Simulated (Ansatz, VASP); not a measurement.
# Two plane-wave programs on MgO

File INCAR:

```
ALGO = Normal
EDIFF = 1E-7
ENCUT = 520
GGA = PS
ISIF = 2
ISMEAR = 0
LASPH = T
LCHARG = T
LELF = T
LREAL = F
LVHAR = T
LWAVE = F
NBANDS = 16
NELM = 60
PREC = Accurate
SIGMA = 0.05
```

The input KPOINTS:

```
k-points
0
Gamma
  9 9 6
```

Contents of POSCAR:

```
MgO
1.0
    3.3034678116      0.0000000000      0.0000000000
   -1.6517339058      2.8608870454      0.0000000000
    0.0000000000      0.0000000000      5.0193879762
Mg O
2 2
Direct
    0.3333333333      0.6666666667      0.0036583380
    0.6666666667      0.3333333333      0.5036583380
    0.3333333333      0.6666666667      0.4009416620
    0.6666666667      0.3333333333      0.9009416620
```

Input for Ansatz:

```yaml
crystal:
  lattice:
    - [3.3034678116, 0.0, 0.0]
    - [-1.6517339058, 2.8608870454, 0.0]
    - [0.0, 0.0, 5.0193879762]
  atoms:
    - { symbol: Mg, position: [0.3333333333, 0.6666666667, 0.003658338] }
    - { symbol: Mg, position: [0.6666666667, 0.3333333333, 0.503658338] }
    - { symbol: O, position: [0.3333333333, 0.6666666667, 0.400941662] }
    - { symbol: O, position: [0.6666666667, 0.3333333333, 0.900941662] }
basis:
  ecutwfc: 520.0
kpoints:
  mp_grid: { grid: [9, 9, 6] }
hamiltonian:
  xc: pbesol
  pseudopotentials: { kind: paw, azcp: { folder: soft_1 } }
scf:
  occupations: { method: gaussian, width: 0.05 }
output:
  forces: true
  stress: true
  eigenvalues: true
  write_density: true
  write_potential: true
  elf: true
  volumetric_format: npy
```

Alike in both runs: task single point; functional PBEsol; k mesh 9 × 9 × 6; occupations gaussian, width 0.05 eV; no spin polarisation.

|  | VASP | Ansatz |
| --- | --- | --- |
| version | VASP 6.6.1 | Ansatz 0.2.0 |
| potentials or method | VASP PAW PBE potentials, release 64 (Mg, O), cutoff 520 eV | scalar-relativistic, plane waves, PAW |
| valence electrons in the cell | 16 | 32 |

VASP gave:

| Property | Result |
| --- | --- |
| gap on the k mesh at the Fermi level (eV) | 3.35 |
| least direct gap on the mesh (eV) | 3.35 |
| pressure (GPa) | -0.3 |

What did Ansatz give for the same quantities?

gap on the k mesh at the Fermi level (eV): 3.36; least direct gap on the mesh (eV): 3.36; pressure (GPa): 0.0.

VASP's potentials were made for PBE, not for PBEsol, and Ansatz warns of the same on its side. The functional is the same, so the differences come from potentials, cutoffs and numerics. VASP's potentials hold 16 valence electrons a cell and Ansatz's 32, so a difference there can come from the potentials and not from the codes.
